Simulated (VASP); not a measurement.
# AlP (F-43m) in VASP: settings compared, part 2 of 2

VASP 6.6.1. Earlier steps stand in the parts before.

**3. G0W0 quasiparticle levels, PBE**

This run uses another cell than the first one, of 20.55 Å³/atom, 1.004 times its volume.

POSCAR reads:

```
AlP
1.0
    0.0000000000      2.7392607961      2.7392607961
    2.7392607961      0.0000000000      2.7392607961
    2.7392607961      2.7392607961      0.0000000000
Al P
1 1
Direct
    0.0000000000      0.0000000000      0.0000000000
    0.2500000000      0.2500000000      0.2500000000
```

INCAR.step1 reads:

```
SYSTEM = AlP
PREC     = Accurate       ! precision mode
ENCUT    = 500            ! plane-wave cutoff, eV
EDIFF    = 1E-8           ! SCF threshold, eV
ISMEAR   = 0              ! smearing method
SIGMA    = 0.01           ! smearing width, eV
LREAL    = .FALSE.        ! projectors in reciprocal space
LASPH    = .TRUE.         ! aspherical terms in the spheres
NELM     = 60             ! most SCF steps
ALGO     = Normal         ! electronic algorithm
LWAVE    = .TRUE.         ! write WAVECAR
LCHARG   = .FALSE.        ! write CHGCAR
GGA      = PE             ! functional
```

INCAR.step2 reads:

```
SYSTEM = AlP
PREC     = Accurate       ! precision mode
ENCUT    = 500            ! plane-wave cutoff, eV
EDIFF    = 1E-8           ! SCF threshold, eV
ISMEAR   = 0              ! smearing method
SIGMA    = 0.01           ! smearing width, eV
LREAL    = .FALSE.        ! projectors in reciprocal space
LASPH    = .TRUE.         ! aspherical terms in the spheres
NELM     = 1              ! most SCF steps
ALGO     = Exact          ! electronic algorithm
LWAVE    = .TRUE.         ! write WAVECAR
LCHARG   = .FALSE.        ! write CHGCAR
GGA      = PE             ! functional
NBANDS   = 126            ! bands
LOPTICS  = .TRUE.         ! frequency-dependent dielectric function
ISTART   = 1
```

INCAR.step3 reads:

```
SYSTEM = AlP
PREC     = Accurate       ! precision mode
ENCUT    = 500            ! plane-wave cutoff, eV
EDIFF    = 1E-8           ! SCF threshold, eV
ISMEAR   = 0              ! smearing method
SIGMA    = 0.01           ! smearing width, eV
LREAL    = .FALSE.        ! projectors in reciprocal space
LASPH    = .TRUE.         ! aspherical terms in the spheres
ALGO     = EVGW0          ! electronic algorithm
LWAVE    = .FALSE.        ! write WAVECAR
LCHARG   = .FALSE.        ! write CHGCAR
GGA      = PE             ! functional
NELMGW   = 1            
NBANDS   = 126            ! bands
ENCUTGW  = 120.0          ! cutoff of the response function
NOMEGA   = 48             ! frequency points
PRECFOCK = Fast         
ISTART   = 1            
NBANDSGW = 12
```

KPOINTS reads:

```
Automatic mesh
0
G
  4 4 4
  0 0 0
```

Potentials or basis: VASP PAW PBE potentials, release 64 (Al_GW, P_GW).

On the command line:

```console
$ cat potpaw_PBE.64/Al_GW/POTCAR potpaw_PBE.64/P_GW/POTCAR > POTCAR
$ cp INCAR.step1 INCAR
$ mpirun -np 1 vasp_std > vasp.out
$ cp INCAR.step2 INCAR
$ mpirun -np 1 vasp_std > vasp.out
$ cp INCAR.step3 INCAR
$ mpirun -np 1 vasp_std > vasp.out
```

OUTCAR:

```text
SYSTEM = AlP
   PREC = Accurate
   ENCUT = 500
   EDIFF = 1E-8
   ISMEAR = 0
   LREAL = .FALSE.
   LASPH = .TRUE.
   GGA = PE
   NELMGW = 1
   ENCUTGW = 120.0
   PRECFOCK = Fast
   ISTART = 1

 ion  position               nearest neighbor table
   1  0.000  0.000  0.000-   2 2.37   2 2.37   2 2.37   2 2.37
   2  0.250  0.250  0.250-   1 2.37   1 2.37   1 2.37   1 2.37

  LATTYP: Found a face centered cubic cell.
 ALAT       =     5.4785215922

  Lattice vectors:

 A1 = (   0.0000000000,   2.7392607961,   2.7392607961)
 A2 = (   2.7392607961,   0.0000000000,   2.7392607961)
 A3 = (   2.7392607961,   2.7392607961,   0.0000000000)

Analysis of symmetry for initial positions (statically):
=====================================================================
 Subroutine PRICEL returns:
 Original cell was already a primitive cell.

 Routine SETGRP: Setting up the symmetry group for a
 face centered cubic supercell.

 Subroutine GETGRP returns: Found 24 space group operations
 (whereof 24 operations were pure point group operations)
 out of a pool of 48 trial point group operations.

The static configuration has the point symmetry T_d .

Analysis of symmetry for dynamics (positions and initial velocities):
=====================================================================
 Subroutine PRICEL returns:
 Original cell was already a primitive cell.

[... 105 lines left out ...]
   ISMEAR =     0;   SIGMA  =   0.01  broadening in eV -4-tet -1-fermi 0-gaus
   EFERMI_NEDOS =   21; number of points for ismear=-14 and -15
   IALGO  =     38    algorithm
   IMIX   =      4    mixing-type and parameters
     AMIX     =   0.40;   BMIX     =  1.00
     AMIX_MAG =   1.60;   BMIX_MAG =  1.00
  volume/ion in A,a.u.               =      20.55       138.71
  Fermi-wavevector in a.u.,A,eV,Ry     =   0.948698  1.792780 12.245630  0.900028
  Thomas-Fermi vector in A             =   2.076911
   LORBIT       =      0    0 simple, 1 ext, 2 COOP (PROOUT), +10 PAW based schemes
   GGA     = PE    functional components
   LHFCALC =     T    Hartree Fock is set to
   PRECFOCK=fast      Normal, Fast or Accurate (Low or Medium for compatibility)
   ENCUT4O =  -1.0   cutoff for four orbital integrals eV
   NKREDX  =     1    reduce k-point grid by
   NKREDY  =     1    reduce k-point grid by
   NKREDZ  =     1    reduce k-point grid by
   AEXX    =    1.0000 exact exchange contribution
   HFSCREEN=    0.0000 screening length (either q_TF or 0.3 A-1)
   HFSCREENC=   0.0000 screening length for correlation (either q_TF or 0.3 A-1)
   ENCUTFOCK=  -1.0 apply spherical cutoff to Coloumb kernel
   IVDW    =     0    specifies the selected vdW correction
   LEPSILON=     F    determine dielectric tensor
   LRPA    =     F    only Hartree local field effects (RPA)
   LRPAFORCE           =     F    calculate RPA forces
   ENCUTGW             = 120.0    cutoff for response function in eV
   ENCUTGWSOFT         =  96.0    soft cutoff for Coulomb kernel in GW response function in eV
   ENCUTLF             =  -1.0    cutoff for local field effects
   NELMGW              =     1    number of iterations in solving QP/BSE equation
   NELMHF              =     1    number of iterations in the inner HF iteration
   NKREDLFX            =     1    NKREDLFY  =   1   NKREDLFZ  =   1
 non-spin polarized calculation
 Gauss-broadening in eV      SIGMA  =   0.01
  energy-cutoff  :      500.00
  volume of cell :       41.11
 maximum number of plane-waves:      1056
  NGX = 16; NGY = 16; NGZ = 16
   NGX = 15   NGY = 15   NGZ = 15
 maximum number of plane-waves:       126
 NGX is ok and might be reduce to    14

 QP shifts <psi_nk| G(iteration)W_0 |psi_nk>: iteration 1
 for sc-GW calculations column KS-energies equals QP-energies in previous step
 and V_xc(KS)=  KS-energies - (<T + V_ion + V_H > + <T+V_H+V_ion>^1  + <V_x>^1)

 k-point   1 :       0.0000    0.0000    0.0000
  band No.  KS-energies  QP-energies   sigma(KS)   V_xc(KS)     V^pw_x(r,r')   Z            occupation Imag(sigma)

      1      -7.6372      -8.2298     -11.9459     -11.0602     -18.3774       0.6691       2.0000       1.2767
      2       3.8176       3.1913     -12.7664     -11.9416     -14.1310       0.7593       2.0000       0.0679
      3       3.8176       3.1913     -12.7664     -11.9416     -14.1310       0.7593       2.0000       0.0679
      4       3.8176       3.1913     -12.7664     -11.9416     -14.1310       0.7593       2.0000       0.0679
      5       7.0245       7.3364      -9.7201     -10.1258      -5.4788       0.7687       0.0000      -0.0888
      6       8.3374       8.6731      -9.1765      -9.6196      -4.8139       0.7578       0.0000      -0.0967
      7       8.3374       8.6731      -9.1765      -9.6196      -4.8139       0.7578       0.0000      -0.0967
      8       8.3374       8.6731      -9.1765      -9.6196      -4.8139       0.7578       0.0000      -0.0967
      9      12.5969      12.9924      -9.3637      -9.8946      -4.1349       0.7449       0.0000      -0.2035
     10      12.5969      12.9924      -9.3637      -9.8946      -4.1349       0.7449       0.0000      -0.2035
     11      14.0218      13.9962      -7.7653      -7.7313      -2.2584       0.7511       0.0000      -0.3551
     12      16.0188      15.9975      -8.0133      -7.9850      -2.0791       0.7526       0.0000      -0.6076
[... 100 lines left out ...]
      1      -5.2716      -5.7515     -12.8700     -12.1773     -18.5356       0.6928       2.0000       0.8703
      2      -1.0944      -1.7927     -11.4234     -10.4299     -14.5903       0.7029       2.0000       0.2150
      3       0.6733      -0.0827     -11.3991     -10.3637     -13.6706       0.7301       2.0000       0.1170
      4       1.0235       0.3009     -11.2381     -10.2583     -13.2708       0.7375       2.0000       0.1013
      5       8.1268       8.2659      -9.2524      -9.4347      -5.0660       0.7630       0.0000      -0.0948
      6       9.6918      10.1182     -10.0200     -10.5930      -5.2188       0.7442       0.0000      -0.1324
      7       9.9365      10.1524      -9.0259      -9.3113      -4.4500       0.7563       0.0000      -0.1219
      8      10.1374      10.3916      -8.8882      -9.2286      -3.8787       0.7467       0.0000      -0.1629
      9      15.0033      15.2104      -9.6994      -9.9856      -3.3696       0.7240       0.0000      -0.5166
     10      15.6447      16.1132     -10.4874     -11.1264      -4.2830       0.7331       0.0000      -0.5110
     11      17.0399      17.2132      -9.5280      -9.7609      -3.1705       0.7438       0.0000      -0.6933
     12      17.8906      18.3044     -10.1325     -10.6976      -3.6356       0.7323       0.0000      -0.7236
```

OUTCAR.step1:

```text
SYSTEM = AlP
   PREC = Accurate
   ENCUT = 500
   EDIFF = 1E-8
   ISMEAR = 0
   LREAL = .FALSE.
   LASPH = .TRUE.
[... 289 lines left out ...]
      0.00000      0.00000      0.00000        -0.000000     -0.000000     -0.000000
      1.36963      1.36963      1.36963         0.000000      0.000000      0.000000
 -----------------------------------------------------------------------------------
    total drift:                               -0.000001     -0.000001     -0.000001

  FREE ENERGIE OF THE ION-ELECTRON SYSTEM (eV)
  ---------------------------------------------------
  free  energy   TOTEN  =       -10.2827727947 eV

  energy  without entropy=      -10.2827727947  energy(sigma->0) =      -10.28277279
```

OUTCAR.step2:

```text
SYSTEM = AlP
   PREC = Accurate
   ENCUT = 500
   EDIFF = 1E-8
[... 689 lines left out ...]
  --------------------------------------------------------------------------------------------------------------
     0.00000    12.22391    12.22391    12.22391    -0.00000    -0.00000     0.00000
     1.49817    13.83520    13.83520    13.83520    -0.00000    -0.00000     0.00000
     2.99634    27.35333    27.35333    27.35333    -0.00000    -0.00000     0.00000
     4.49452   -21.05234   -21.05234   -21.05234     0.00000     0.00000    -0.00000
     5.99269   -12.05700   -12.05700   -12.05700     0.00000     0.00000     0.00000
     7.49086    -2.53919    -2.53919    -2.53919     0.00000     0.00000    -0.00000
[... 92 lines left out ...]
   146.82087     0.98600     0.98600     0.98600     0.00000     0.00000    -0.00000
   148.31905     0.98629     0.98629     0.98629     0.00000     0.00000    -0.00000
```

It took 86 s on 1 thread of Intel Xeon Platinum 8488C (Sapphire Rapids), shared host; peak memory 0.39 GiB.

What came out:

```yaml
Band_gap_on_the_k_mesh_mean-field_level: 1.58 eV, indirect (least direct gap 3.21 eV)
Quasiparticle_gap: 2.27 eV
Least_direct_quasiparticle_gap: 4.15 eV
```

Caveat: the k points lie up to 0.50 Å⁻¹ apart; bands, screening cutoff and mesh are small and nothing is extrapolated, so the quasiparticle values aren't converged.
